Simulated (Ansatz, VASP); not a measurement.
## Two plane-wave programs on HgTe

INCAR

```
SYSTEM = HgTe
PREC = Accurate
ENCUT = 520
EDIFF = 1E-6
ISMEAR = 0
SIGMA = 0.15
LREAL = .False.
LASPH = .True.
NELM = 60
ALGO = Normal
ISIF = 2
LWAVE = .False.
LCHARG = .True.
GGA = PE
LELF = .True.
LVHAR = .True.
NBANDS = 16
```

File KPOINTS:

```
Automatic mesh
0
Gamma
  14 14 14
  0 0 0
```

File POSCAR:

```
HgTe
1.0
    0.0241762500      3.2235000000      3.2235000000
    3.2235000000      0.0241762500      3.2235000000
    3.2476762500      3.2476762500      0.0000000000
Hg Te
1 1
Direct
    0.0000000000      0.0000000000      0.0000000000
    0.7500000000      0.7500000000      0.7500000000
```

Input for Ansatz:

```yaml
crystal:
  lattice:
    - [0.02417625, 3.2235, 3.2235]
    - [3.2235, 0.02417625, 3.2235]
    - [3.24767625, 3.24767625, 0.0]
  atoms:
    - { symbol: Hg, position: [0.0, 0.0, 0.0] }
    - { symbol: Te, position: [0.75, 0.75, 0.75] }
basis:
  ecutwfc: 420
kpoints:
  mp_grid: { grid: [14, 14, 14] }
hamiltonian:
  xc: pbe
scf:
  occupations: { method: gaussian, width: 0.15 }
output:
  forces: true
  stress: true
  eigenvalues: true
```

Change from the starting cell: strain +0.0150 x Voigt [0, 0, 0, 0, 0, 1], atoms carried along.

Alike in both runs: task single point; functional PBE; k mesh 14 × 14 × 14; occupations gaussian, width 0.15 eV; no spin polarisation.

|  | VASP | Ansatz |
| --- | --- | --- |
| version | VASP 6.6.1 | Ansatz 0.2.0 |
| potentials or method | VASP PAW PBE potentials, release 64 (Hg, Te), cutoff 520 eV | scalar-relativistic, plane waves, PAW |
| valence electrons in the cell | 18 | 36 |

Ansatz gave:

- gap on the k mesh at the Fermi level (eV): none
- pressure (GPa): 4.1
- traceless stress, the component that is largest in VASP (GPa): -0.66
- rms of the force components (eV/Å): 0.058

Question: Estimate VASP's values.

Answer: gap on the k mesh at the Fermi level (eV): none; pressure (GPa): 4.2; traceless stress, the component that is largest in VASP (GPa): -0.66; rms of the force components (eV/Å): 0.059.

Atom by atom the forces differ by 0.001 eV/Å (rms over components). A gap of «none» marks a metal or a gap that the smearing closes. VASP's potentials hold 18 valence electrons a cell and Ansatz's 36, so a difference there can come from the potentials and not from the codes.

Neither program's run includes spin-orbit coupling.
